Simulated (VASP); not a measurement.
# AlNi (C2/m) in VASP: single point with r2SCAN

Aim: the single point of AlNi with r2SCAN.

All numbers are computed with VASP 6.6.1; they aren't measurements. Logs are shortened: lines on timing, memory, paths and dates and some standing lists are left out, and cuts for length are marked.

## 1. The cell of the first run

It takes space group C2/m (No. 12, monoclinic). Conventional cell: a = 4.601 Å, b = 2.789 Å, c = 4.111 Å, α = 90.00°, β = 109.27°, γ = 90.00°. Within 3.3 Å of Al (site symmetry 2/m) lie 6 Ni at 2.48 to 2.53 Å and 6 Al at 2.69 to 2.79 Å. Within 3.3 Å of Ni (site symmetry 2/m) lie 6 Al at 2.48 to 2.53 Å and 6 Ni at 2.69 to 2.79 Å.

## 2. Single point, r2SCAN, collinear spin, ferromagnetic start

POSCAR reads:

```
AlNi
1.0
    2.3006810000     -1.3946800000      0.0000000000
    2.3006810000      1.3946800000      0.0000000000
   -1.3564510000      0.0000000000      3.8808380000
Al Ni
1 1
Direct
    0.0000000000      0.0000000000      0.0000000000
    0.5000000000      0.5000000000      0.5000000000
```

INCAR.step1 reads:

```
SYSTEM = AlNi
ALGO     = Normal         ! electronic algorithm
EDIFF    = 1E-4           ! SCF threshold, eV
ENCUT    = 520            ! plane-wave cutoff, eV
GGA      = PE             ! functional
ISMEAR   = 0              ! smearing method
ISPIN    = 2              ! spin polarisation
LASPH    = .True.         ! aspherical terms in the spheres
LCHARG   = .False.        ! write CHGCAR
LMAXMIX  = 4              ! l up to which the mixer works
LREAL    = .False.        ! projectors in reciprocal space
LWAVE    = .True.         ! write WAVECAR
MAGMOM   = 0 2            ! initial moments
NBANDS   = 18             ! bands
NELM     = 150            ! most SCF steps
PREC     = Accurate       ! precision mode
SIGMA    = 0.1            ! smearing width, eV
```

INCAR.step2 reads:

```
SYSTEM = AlNi
ALGO     = Normal         ! electronic algorithm
EDIFF    = 1E-6           ! SCF threshold, eV
ENCUT    = 520            ! plane-wave cutoff, eV
ISIF     = 2              ! what is computed and relaxed
ISMEAR   = 0              ! smearing method
ISPIN    = 2              ! spin polarisation
ISTART   = 1            
LASPH    = .True.         ! aspherical terms in the spheres
LCHARG   = .True.         ! write CHGCAR
LELF     = .True.         ! ELF
LMAXMIX  = 4              ! l up to which the mixer works
LMIXTAU  = .True.       
LORBIT   = 11             ! projections on sites
LREAL    = .False.        ! projectors in reciprocal space
LVHAR    = .True.       
LWAVE    = .False.        ! write WAVECAR
MAGMOM   = 0 2            ! initial moments
METAGGA  = R2SCAN         ! meta-GGA
NBANDS   = 18             ! bands
NELM     = 150            ! most SCF steps
PREC     = Accurate       ! precision mode
SIGMA    = 0.1            ! smearing width, eV
```

KPOINTS reads:

```
k-points
0
Gamma
  8 8 6
  0 0 0
```

Potentials or basis: VASP PAW PBE potentials, release 64 (Al, Ni).

The run is started by

```sh
$ cat potpaw_PBE.64/Al/POTCAR potpaw_PBE.64/Ni/POTCAR > POTCAR
$ cp INCAR.step1 INCAR
$ mpirun -np 1 vasp_std > vasp.out
$ cp INCAR.step2 INCAR
$ mpirun -np 1 vasp_std > vasp.out
```

OUTCAR:

```text
SYSTEM = AlNi
   EDIFF = 1E-6
   ENCUT = 520
   ISIF = 2
   ISMEAR = 0
   ISPIN = 2
   ISTART = 1
   LASPH = .True.
   LORBIT = 11
   LREAL = .False.
   METAGGA = R2SCAN
   NELM = 150
   PREC = Accurate

 ion  position               nearest neighbor table
   1  0.000  0.000  0.000-   2 2.48   2 2.48   2 2.48   2 2.48   2 2.53   2 2.53
   2  0.500  0.500  0.500-   1 2.48   1 2.48   1 2.48   1 2.48   1 2.53   1 2.53

  LATTYP: Found a base centered monoclinic cell.
 ALAT       =     4.6013620000
 B/A-ratio  =     0.6062031199
 C/A-ratio  =     0.8934454424
 COS(beta)  =    -0.3299511685

  Lattice vectors:

 A1 = (   2.3006810000,  -1.3946800000,   0.0000000000)
 A2 = (   2.3006810000,   1.3946800000,   0.0000000000)
 A3 = (  -1.3564510000,   0.0000000000,   3.8808380000)

Analysis of symmetry for initial positions (statically):
=====================================================================
 Subroutine PRICEL returns:
 Original cell was already a primitive cell.

 Routine SETGRP: Setting up the symmetry group for a
 base centered monoclinic supercell.

 Subroutine GETGRP returns: Found  4 space group operations
 (whereof  4 operations were pure point group operations)
 out of a pool of  4 trial point group operations.

The static configuration has the point symmetry C_2h.

Analysis of symmetry for dynamics (positions and initial velocities):
=====================================================================
 Subroutine PRICEL returns:
 Original cell was already a primitive cell.

 Routine SETGRP: Setting up the symmetry group for a
 base centered monoclinic supercell.

 Subroutine GETGRP returns: Found  4 space group operations
 (whereof  4 operations were pure point group operations)
 out of a pool of  4 trial point group operations.

The dynamic configuration has the point symmetry C_2h.

Analysis of structural, dynamic, and magnetic symmetry:
=====================================================================
 Subroutine PRICEL returns:
 Original cell was already a primitive cell.

 Routine SETGRP: Setting up the symmetry group for a
 base centered monoclinic supercell.

 Subroutine GETGRP returns: Found  4 space group operations
 (whereof  4 operations were pure point group operations)
 out of a pool of  4 trial point group operations.

The overall configuration has the point symmetry C_2h.

 Subroutine INISYM returns: Found  4 space group operations
 (whereof  4 operations are pure point group operations),
 and found     1 'primitive' translations

----------------------------------------------------------------------------------------

                                     Primitive cell

  volume of cell :      24.9050

  direct lattice vectors                    reciprocal lattice vectors
     2.300681000 -1.394680000  0.000000000     0.217326957 -0.358505177  0.075961266
     2.300681000  1.394680000  0.000000000     0.217326957  0.358505177  0.075961266
    -1.356451000  0.000000000  3.880838000     0.000000000  0.000000000  0.257676306

  length of vectors
     2.690402454  2.690402454  4.111065908     0.426059951  0.426059951  0.257676306

  position of ions in fractional coordinates (direct lattice)
     0.000000000  0.000000000  0.000000000
     0.500000000  0.500000000  0.500000000

  ion indices of the primitive-cell ions
   primitive index   ion index
                 1           1
                 2           2

----------------------------------------------------------------------------------------

 KPOINTS: k-points

Automatic generation of k-mesh.
 Grid dimensions read from file:
 generate k-points for:    8    8    6

 Generating k-lattice:

  Cartesian coordinates                     Fractional coordinates (reciprocal lattice)
     0.027165870 -0.044813147  0.009495158     0.125000000 -0.000000000  0.000000000
     0.027165870  0.044813147  0.009495158    -0.000000000  0.125000000  0.000000000
     0.000000000  0.000000000  0.042946051     0.000000000  0.000000000  0.166666667

  Length of vectors
     0.053257494  0.053257494  0.042946051

  Shift w.r.t. Gamma in fractional coordinates (k-lattice)
     0.000000000  0.000000000  0.000000000

 Subroutine IBZKPT returns following result:
 ===========================================

 Found    114 irreducible k-points:

 Following reciprocal coordinates:
            Coordinates               Weight
  0.000000  0.000000  0.000000      1.000000
  0.125000  0.000000  0.000000      4.000000
  0.250000  0.000000  0.000000      4.000000
  0.375000  0.000000  0.000000      4.000000
  0.500000  0.000000  0.000000      2.000000
  0.125000  0.125000  0.000000      2.000000
[... 16 lines left out ...]
  0.125000  0.000000  0.166667      4.000000
  0.250000  0.000000  0.166667      4.000000
 [... further k-points ...]
   k-points           NKPTS =    114   k-points in BZ     NKDIM =    114   number of bands    NBANDS=     18
   number of dos      NEDOS =    301   number of ions     NIONS =      2
   total plane-waves  NPLWV =  12800
   dimension x,y,z NGX =    20 NGY =   20 NGZ =   32
   dimension x,y,z NGXF=    40 NGYF=   40 NGZF=   64
   ions per type =               1   1
   NGX,Y,Z   is equivalent  to a cutoff of  12.36, 12.36, 12.94 a.u.
   NGXF,Y,Z  is equivalent  to a cutoff of  24.72, 24.72, 25.88 a.u.
 SYSTEM =  AlNi
   PREC   = accura    normal or accurate (medium, high low for compatibility)
   ISTART =      1    job   : 0-new  1-cont  2-samecut
   ICHARG =      0    charge: 1-file 2-atom 10-const
   ISPIN  =      2    spin polarized calculation?
   LNONCOLLINEAR =      F non collinear calculations
   LSORBIT =      F    spin-orbit coupling
   LASPH  =      T    aspherical Exc in radial PAW
   ENCUT  =  520.0 eV  38.22 Ry    6.18 a.u.   5.00  5.00  7.64*2*pi/ulx,y,z
   NELM   =    150;   NELMIN=  2; NELMDL=  0     # of ELM steps
   EDIFF  = 0.1E-05   stopping-criterion for ELM
   LREAL  =      F    real-space projection
   EDIFFG = 0.1E-04   stopping-criterion for IOM
   NSW    =      0    number of steps for IOM
   IBRION =     -1    ionic relax: 0-MD 1-quasi-New 2-CG
   NFREE  =      0    steps in history (QN), initial steepest desc. (CG)
   ISIF   =      2    stress and relaxation
   ISYM   =      2    0-nonsym 1-usesym 2-fastsym
   POTIM  = 0.5000    time-step for ionic-motion
   TEBEG  =    0.0;   TEEND  =   0.0 temperature during run
   PSTRESS=    0.0 pullay stress
   NELECT =      13.0000    total number of electrons
   NUPDOWN=      -1.0000    fix difference up-down
   EMIN   =  10.00;   EMAX   =-10.00  energy-range for DOS
   EFERMI =   0.00;   METHOD = LEGACY
   ISMEAR =     0;   SIGMA  =   0.10  broadening in eV -4-tet -1-fermi 0-gaus
   EFERMI_NEDOS =   21; number of points for ismear=-14 and -15
   IALGO  =     38    algorithm
   IMIX   =      4    mixing-type and parameters
     AMIX     =   0.40;   BMIX     =  1.00
     AMIX_MAG =   1.60;   BMIX_MAG =  1.00
  volume/ion in A,a.u.               =      12.45        84.03
  Fermi-wavevector in a.u.,A,eV,Ry     =   1.318137  2.490917 23.639910  1.737484
  Thomas-Fermi vector in A             =   2.448128
   LORBIT       =     11    0 simple, 1 ext, 2 COOP (PROOUT), +10 PAW based schemes
   METAGGA = R2SCAN    functional components
   LHFCALC =     F    Hartree Fock is set to
   AEXX    =    0.0000 exact exchange contribution
   IVDW    =     0    specifies the selected vdW correction
   LEPSILON=     F    determine dielectric tensor
   LRPA    =     F    only Hartree local field effects (RPA)
 spin polarized calculation
 Gauss-broadening in eV      SIGMA  =   0.10
  energy-cutoff  :      520.00
  volume of cell :       24.90
 maximum number of plane-waves:       690
   NGX =  9   NGY =  9   NGZ = 15

 number of electron      12.9999998 magnetization       0.0000189

 number of electron      12.9999998 magnetization      -0.0000008

 Free energy of the ion-electron system (eV)
  ---------------------------------------------------
  ext. energy  EPLUGINS =         0.00000000
  ---------------------------------------------------
  free energy    TOTEN  =       -19.49701832 eV

  energy without entropy =      -19.49291880  energy(sigma->0) =      -19.49496856

 E-fermi :   9.2262     XC(G=0): -12.7800

 val. band max:        9.2245908420   @ k =   0.3750   0.3750   0.5000
 cond. band min:       9.2269550251   @ k =  -0.1250   0.5000   0.3333
 fundamental gap:      0.0023641831
 Fermi energy:         9.2261682867

 spin component 1

 k-point     1 :       0.0000    0.0000    0.0000
  band No.  band energies     occupation
      1      -2.2205      1.00000
      2       5.5353      1.00000
      3       7.3189      1.00000
      4       7.3409      1.00000
      5       7.6048      1.00000
      6       7.7471      1.00000
[... 10 lines left out ...]
     17      30.4740      0.00000
     18      31.2720      0.00000

 k-point     2 :       0.1250    0.0000    0.0000
  band No.  band energies     occupation
      1      -1.7741      1.00000
      2       5.7193      1.00000
      3       6.7207      1.00000
      4       7.2496      1.00000
      5       7.6993      1.00000
      6       7.7963      1.00000
[... 10 lines left out ...]
     17      32.4546      0.00000
     18      34.1068      0.00000
[... 442 lines left out ...]
 k-point    24 :       0.2500    0.0000    0.1667
  band No.  band energies     occupation
      1       0.0173      1.00000
      2       4.9215      1.00000
      3       6.7633      1.00000
      4       6.9555      1.00000
      5       7.6793      1.00000
      6       8.0811      1.00000
[... 10 lines left out ...]
     17      32.1512      0.00000
     18      36.8676      0.00000

 [... further k-points ...]

 spin component 2

 k-point     1 :       0.0000    0.0000    0.0000
  band No.  band energies     occupation
      1      -2.2205      1.00000
      2       5.5353      1.00000
      3       7.3189      1.00000
      4       7.3409      1.00000
      5       7.6048      1.00000
      6       7.7471      1.00000
[... 10 lines left out ...]
     17      30.4740      0.00000
     18      31.2720      0.00000

 k-point     2 :       0.1250    0.0000    0.0000
  band No.  band energies     occupation
      1      -1.7741      1.00000
      2       5.7193      1.00000
      3       6.7207      1.00000
      4       7.2496      1.00000
      5       7.6993      1.00000
      6       7.7963      1.00000
[... 10 lines left out ...]
     17      32.4546      0.00000
     18      34.1068      0.00000
[... 442 lines left out ...]
 k-point    24 :       0.2500    0.0000    0.1667
  band No.  band energies     occupation
      1       0.0173      1.00000
      2       4.9215      1.00000
      3       6.7633      1.00000
      4       6.9555      1.00000
      5       7.6793      1.00000
      6       8.0811      1.00000
[... 10 lines left out ...]
     17      32.1512      0.00000
     18      36.8676      0.00000

 [... further k-points ...]

------------------------ aborting loop because EDIFF is reached ----------------------------------------

  FORCE on cell =-STRESS in cart. coord.  units (eV):
  Direction    XX          YY          ZZ          XY          YZ          ZX
  --------------------------------------------------------------------------------------
  -------------------------------------------------------------------------------------
  Total       -0.3644329     -0.6923985     -0.3891633      0.0000000      0.0000000     -0.1051586
  in kB      -23.4445395    -44.5430795    -25.0354813      0.0000000      0.0000000     -6.7650144
  external PRESSURE =     -31.0077001 kB  Pullay stress =       0.0000000 kB

 VOLUME and BASIS-vectors are now :
 -----------------------------------------------------------------------------
  energy-cutoff  :      520.00
  volume of cell :       24.90
      direct lattice vectors                 reciprocal lattice vectors
     2.300681000 -1.394680000  0.000000000     0.217326957 -0.358505177  0.075961266
     2.300681000  1.394680000  0.000000000     0.217326957  0.358505177  0.075961266
    -1.356451000  0.000000000  3.880838000     0.000000000  0.000000000  0.257676306

 POSITION                                       TOTAL-FORCE (eV/Angst)
 -----------------------------------------------------------------------------------
      0.00000      0.00000      0.00000         0.000000      0.000000      0.000000
      1.62246      0.00000      1.94042        -0.000000     -0.000000      0.000000
 -----------------------------------------------------------------------------------
    total drift:                                0.000000      0.000000      0.000000

  FREE ENERGIE OF THE ION-ELECTRON SYSTEM (eV)
  ---------------------------------------------------
  free  energy   TOTEN  =       -19.4970183208 eV

  energy  without entropy=      -19.4929187970  energy(sigma->0) =      -19.49496856

 total charge

# of ion       s       p       d       tot
------------------------------------------
    1        0.410   0.425   0.000   0.835
    2        0.465   0.503   8.430   9.397
--------------------------------------------------
tot          0.875   0.928   8.430  10.233

 magnetization (x)

# of ion       s       p       d       tot
------------------------------------------
    1        0.000   0.000   0.000   0.000
    2        0.000  -0.000  -0.000  -0.000
--------------------------------------------------
tot          0.000   0.000  -0.000  -0.000
```

Wall time 2.1 min (1 thread of Intel Xeon 6975P-C (Granite Rapids), shared host); peak memory 0.21 GiB.

What came out:

```
Free energy                                           : -19.4970 eV
Pressure                                              : -3.1 GPa
Net moment                                            : 0.00 μB per cell
Valence electrons inside the program's atomic spheres : Al 0.83; Ni 9.40
```

Levels at points of the mesh, in eV from the Fermi level:
Spin up:
| k point | band 4 | band 5 | band 6 | band 7 | band 8 | band 9 | band 10 | band 11 |
| --- | --- | --- | --- | --- | --- | --- | --- | --- |
| (0.00, 0.00, 0.00) | -1.89 | -1.62 | -1.48 | -1.36 | 2.91 | 14.33 | 14.95 | 15.89 |
| (0.50, 0.00, 0.00) | -2.60 | -1.71 | -0.55 | 0.36 | 2.92 | 5.89 | 8.12 | 11.32 |
| (0.50, 0.50, 0.00) | -2.38 | -1.79 | -0.46 | 0.50 | 1.35 | 4.94 | 7.38 | 10.32 |
| (0.00, 0.00, 0.50) | -1.91 | -1.62 | -1.43 | -1.31 | 10.15 | 13.28 | 14.51 | 14.71 |
| (0.50, 0.00, 0.50) | -2.30 | -1.61 | -0.67 | -0.55 | 1.17 | 3.81 | 9.01 | 11.28 |
| (0.50, 0.50, 0.50) | -2.41 | -1.92 | -0.46 | 0.52 | 2.51 | 5.56 | 8.83 | 9.88 |
Spin down:
```csv
k point,band 4,band 5,band 6,band 7,band 8,band 9,band 10,band 11
"(0.00, 0.00, 0.00)",-1.89,-1.62,-1.48,-1.36,2.91,14.33,14.95,15.89
"(0.50, 0.00, 0.00)",-2.60,-1.71,-0.55,0.36,2.92,5.89,8.12,11.32
"(0.50, 0.50, 0.00)",-2.38,-1.79,-0.46,0.50,1.35,4.94,7.38,10.32
"(0.00, 0.00, 0.50)",-1.91,-1.62,-1.43,-1.31,10.15,13.28,14.51,14.71
"(0.50, 0.00, 0.50)",-2.30,-1.61,-0.67,-0.55,1.17,3.81,9.01,11.28
"(0.50, 0.50, 0.50)",-2.41,-1.92,-0.46,0.52,2.51,5.56,8.83,9.88
```

Caveat: the cell stands under tension; the PAW data sets were made with another functional, which shifts forces and pressure a little.
